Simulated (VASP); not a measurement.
## AgRh: single point with PBE

The system is AgRh.

```
Ag Rh
1.0
     2.57848    0.00000    0.00000
    -1.28924    2.23303    0.00000
     0.00000    0.00000    4.46391
Ag Rh
1 1
Direct
  0.00000 0.00000 0.50000
  0.66667 0.33333 0.00000
```

- Program: VASP 6.6.1
- Task: single point
- Functional: PBE
- Potentials or basis: VASP PAW PBE potentials, release 64 (Ag, Rh_pv)
- Cutoff: 520 eV
- k mesh: 14 × 14 × 7
- Occupations: fermi-dirac, width 0.05 eV
- Spin: collinear spin, ferromagnetic start
- Starting moments: [0.0, 1.0] μB
- Dipole correction: no
- Further INCAR settings: ALGO = Normal; EDIFF = 1e-07; NBANDS = 24

* Pressure: 57.1 GPa
* Band gap on the k mesh: zero (filled and empty bands overlap)
* Net moment: 0.00 μB per cell
* Valence electrons inside the program's atomic spheres: Ag 10.30; Rh 13.98

Stress tensor (GPa, compression positive):
```
60.69  0.00  0.00
 0.00 60.69  0.00
 0.00  0.00 50.03
```

Levels at points of the mesh, in eV from the Fermi level:
Spin up:
```
           k point  band 11  band 12  band 13  band 14  band 15  band 16
(0.00, 0.00, 0.00)    -2.55    -2.55    -0.40     0.14     0.14     7.08
(0.50, 0.00, 0.00)    -2.31    -0.08     1.60     2.29     4.94     9.93
```
Spin down:
| k point | band 10 | band 11 | band 12 | band 13 | band 14 | band 15 | band 16 | band 17 |
| --- | --- | --- | --- | --- | --- | --- | --- | --- |
| (0.00, 0.00, 0.00) | -3.67 | -2.55 | -2.55 | -0.40 | 0.14 | 0.14 | 7.08 | 16.87 |
| (0.50, 0.00, 0.00) | -2.39 | -2.31 | -0.08 | 1.60 | 2.29 | 4.94 | 9.93 | 10.04 |

It took 110 s on 1 thread of Intel Xeon 6975P-C (shared host), peak memory 0.22 GiB.

Caveat: the stress differs along the axes, from 50 to 61 GPa.
